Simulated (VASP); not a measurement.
Set up this calculation in VASP 6.6.1, as the native input.

```
Task                   : relaxation of cell and atoms
Functional             : PBEsol
Potentials or basis    : VASP PAW PBE potentials, release 64 (V_sv)
Cutoff                 : 600 eV
k mesh                 : 10 × 10 × 10
Occupations            : gaussian, width 0.1 eV
Spin                   : no spin polarisation
Dipole correction      : no
Further INCAR settings : ALGO = Normal; EDIFF = 1e-07; IBRION = 2; EDIFFG = -0.05; NSW = 100; ISIF = 3
```

The structure of V lies in POSCAR:

```
V
1.0
   -1.5129450000      1.5129450000      1.5129450000
    1.5129450000     -1.5129450000      1.5129450000
    1.5129450000      1.5129450000     -1.5129450000
V
1
Direct
    0.0000000000      0.0000000000      0.0000000000
```

One way to write it, as run:

INCAR

```
SYSTEM = V
PREC = Accurate
ENCUT = 600
EDIFF = 1E-7
ISMEAR = 0
SIGMA = 0.1
LREAL = .False.
LASPH = .True.
NELM = 60
ALGO = Normal
ISIF = 3
LWAVE = .False.
LCHARG = .False.
GGA = PS
IBRION = 2
NSW = 100
EDIFFG = -0.05
```

KPOINTS

```
regular mesh
0
Gamma
  10 10 10
  0 0 0
```

Potentials or basis: VASP PAW PBE potentials, release 64 (V_sv).

The run is started by

```console
$ cat potpaw_PBE.64/V_sv/POTCAR > POTCAR
$ mpirun -np 1 vasp_std > vasp.out
```

Results of the run:

```yaml
Relaxed_volume: 13.05 Å³/atom
Relaxed_cell: a = 2.569 Å, b = 2.569 Å, c = 2.569 Å, α = 109.47°, β = 109.47°, γ = 109.47°
Space_group_after_relaxing_to_0.05_Å: Im-3m (No. 229)
Energy_gained_by_relaxing: 28.7 meV/atom
Ionic_steps: 3
Pressure_after_relaxing: -0.2 GPa
```

Caveat: the PAW data sets were made with another functional, which shifts forces and pressure a little.

It took 11 s on 1 thread of Intel Xeon 6975P-C, on a shared host, peak memory 0.15 GiB.
